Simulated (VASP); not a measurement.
Wanted: the native input for a VASP 6.6.1 run.

- Task: single point
- Functional: r2SCAN
- Potentials or basis: VASP PAW PBE potentials, release 64 (K_sv, Cl)
- Cutoff: 520 eV
- k mesh: 8 × 8 × 8
- Occupations: gaussian, width 0.01 eV
- Spin: no spin polarisation
- Dipole correction: no
- Further INCAR settings: ALGO = Normal; EDIFF = 1e-07; NBANDS = 15

Crystal: KCl.

```
K Cl
1.0
     0.00000    3.14488    3.14488
     3.14488    0.00000    3.14488
     3.14488    3.14488    0.00000
K Cl
1 1
Direct
  0.00000 0.00000 0.00000
  0.50000 0.50000 0.50000
```

The input as run:

POSCAR

```
KCl
1.0
    0.0000000000      3.1448753854      3.1448753854
    3.1448753854      0.0000000000      3.1448753854
    3.1448753854      3.1448753854      0.0000000000
K Cl
1 1
Direct
    0.0000000000      0.0000000000      0.0000000000
    0.5000000000      0.5000000000      0.5000000000
```

INCAR.step1

```
SYSTEM = KCl
  PREC = Accurate
  ENCUT = 520
  ISMEAR = 0
  SIGMA = 0.01
  LREAL = .False.
  LASPH = .True.
  NELM = 100
  NBANDS = 15
  GGA = PE
  ALGO = Normal
  EDIFF = 1E-4
  LWAVE = .True.
  LCHARG = .False.
```

INCAR.step2

```
SYSTEM = KCl
  PREC = Accurate
  ENCUT = 520
  EDIFF = 1E-7
  ISMEAR = 0
  SIGMA = 0.01
  LREAL = .False.
  LASPH = .True.
  NELM = 100
  ALGO = Normal
  ISIF = 2
  LWAVE = .False.
  LCHARG = .False.
  METAGGA = R2SCAN
  LMIXTAU = .True.
  NBANDS = 15
  ISTART = 1
```

KPOINTS

```
Automatic mesh
0
Gamma
  8 8 8
  0 0 0
```

Potentials or basis: VASP PAW PBE potentials, release 64 (K_sv, Cl).

Launch:

```sh
$ cat potpaw_PBE.64/K_sv/POTCAR potpaw_PBE.64/Cl/POTCAR > POTCAR
$ cp INCAR.step1 INCAR
$ mpirun -np 1 vasp_std > vasp.out
$ cp INCAR.step2 INCAR
$ mpirun -np 1 vasp_std > vasp.out
```

It gave:

```
Pressure               : 0.0 GPa
Band gap on the k mesh : 5.84 eV
```

Caveat: the PAW data sets were made with another functional, which shifts forces and pressure a little.

It took 100 s on 1 thread of Intel(R) Xeon(R) Platinum 8488C (Sapphire Rapids) (shared host), peak memory 0.22 GiB.
